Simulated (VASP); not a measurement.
Write the native input for VASP 6.6.1 that does the following.

| Property | Result |
| --- | --- |
| Task | single point |
| Functional | PBE |
| Potentials or basis | VASP PAW PBE potentials, release 64 (V_sv) |
| Cutoff | 520 eV |
| k mesh | 15 × 15 × 15 |
| Occupations | tetrahedron |
| Spin | collinear spin, ferromagnetic start |
| Starting moments | [1.5] μB |
| Dipole correction | no |
| Further INCAR settings | ALGO = Normal; EDIFF = 1e-06; NBANDS = 16 |

The structure of V lies in POSCAR:

```
V
1.0
    0.0000000000      1.8950000000      1.8950000000
    1.8950000000      0.0000000000      1.8950000000
    1.8950000000      1.8950000000      0.0000000000
V
1
Direct
    0.0000000000      0.0000000000      0.0000000000
```

This isn't the form of V at room conditions, which is bcc.

The input as run:

INCAR

```
SYSTEM = V
PREC = Accurate
ENCUT = 520
EDIFF = 1E-6
ISMEAR = -5
SIGMA = 0.1
LREAL = .False.
LASPH = .True.
NELM = 150
ALGO = Normal
ISIF = 2
LWAVE = .False.
LCHARG = .False.
ISPIN = 2
MAGMOM = 1.5
LORBIT = 11
LMAXMIX = 4
GGA = PE
NBANDS = 16
```

KPOINTS

```
Automatic mesh
0
Gamma
  15 15 15
  0 0 0
```

Potentials or basis: VASP PAW PBE potentials, release 64 (V_sv).

Command:

```console
$ cat potpaw_PBE.64/V_sv/POTCAR > POTCAR
$ mpirun -np 1 vasp_std > vasp.out
```

Results of the run:

The pressure is 4.0 GPa. The net moment is 0.00 μB per cell. The valence electrons inside the program's atomic spheres are V 11.62.

Caveat: the cell stands under pressure; tetrahedron occupations give inexact forces and stress in metals.

It took 25 s on 1 thread of AMD EPYC 9R45 96-Core Processor (Zen 5) (shared host), peak memory 0.13 GiB.
